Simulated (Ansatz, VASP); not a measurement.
**Two plane-wave programs on Ga3As2P**

The input INCAR:

```
SYSTEM = Ga3As2P
PREC = Accurate
ENCUT = 520
EDIFF = 1E-6
ISMEAR = 0
SIGMA = 0.1
LREAL = .False.
LASPH = .True.
NELM = 60
ALGO = Normal
ISIF = 2
LWAVE = .False.
LCHARG = .True.
GGA = PE
LELF = .True.
LVHAR = .True.
NBANDS = 36
```

KPOINTS

```
Automatic mesh
0
Gamma
  6 6 6
  0 0 0
```

POSCAR

```
Ga3As2P
1.0
   -2.0016101000      2.0016101000      8.5041403000
    2.0016101000     -2.0016101000      8.5041403000
    2.0016101000      2.0016101000     -8.5041403000
Ga P As
3 1 2
Direct
    0.8292770000      0.8292770000      0.0000000000
    0.5000000000      0.5000000000      0.0000000000
    0.1707230000      0.1707230000      0.0000000000
    0.7500000000      0.2500000000      0.5000000000
    0.4146770000      0.9146770000      0.5000000000
    0.0853230000      0.5853230000      0.5000000000
```

Input for Ansatz:

```yaml
crystal:
  lattice:
    - [-2.0016101, 2.0016101, 8.5041403]
    - [2.0016101, -2.0016101, 8.5041403]
    - [2.0016101, 2.0016101, -8.5041403]
  atoms:
    - { symbol: Ga, position: [0.829277, 0.829277, 0.0] }
    - { symbol: Ga, position: [0.5, 0.5, 0.0] }
    - { symbol: Ga, position: [0.170723, 0.170723, 0.0] }
    - { symbol: P, position: [0.75, 0.25, 0.5] }
    - { symbol: As, position: [0.414677, 0.914677, 0.5] }
    - { symbol: As, position: [0.085323, 0.585323, 0.5] }
basis:
  ecutwfc: 420
kpoints:
  mp_grid: { grid: [6, 6, 6] }
hamiltonian:
  xc: pbe
scf:
  occupations: { method: gaussian, width: 0.1 }
  lower_state_search: "off"
output:
  forces: true
  stress: true
  eigenvalues: true
```

Alike in both runs: task single point; functional PBE; k mesh 6 × 6 × 6; occupations gaussian, width 0.1 eV; no spin polarisation.

|  | VASP | Ansatz |
| --- | --- | --- |
| version | VASP 6.6.1 | Ansatz 0.2.0 |
| potentials or method | VASP PAW PBE potentials, release 64 (Ga_d, P, As), cutoff 520 eV | scalar-relativistic, plane waves, PAW |
| valence electrons in the cell | 54 | 74 |

|  | VASP | Ansatz | Ansatz less VASP |
| --- | --- | --- | --- |
| gap on the k mesh at the Fermi level (eV) | 0.58 | 0.58 | 0.000 |
| least direct gap on the mesh (eV) | 0.58 | 0.58 | 0.000 |
| pressure (GPa) | 0.1 | 0.0 | -0.12 |
| traceless stress, the component that is largest in VASP (GPa) | -0.16 | -0.16 | -0.001 |
| rms of the force components (eV/Å) | 0.004 | 0.001 | -0.0027 |

Atom by atom the forces differ by 0.005 eV/Å (rms over components). The functional is the same, so the differences come from potentials, cutoffs and numerics. VASP's potentials hold 54 valence electrons a cell and Ansatz's 74, so a difference there can come from the potentials and not from the codes.
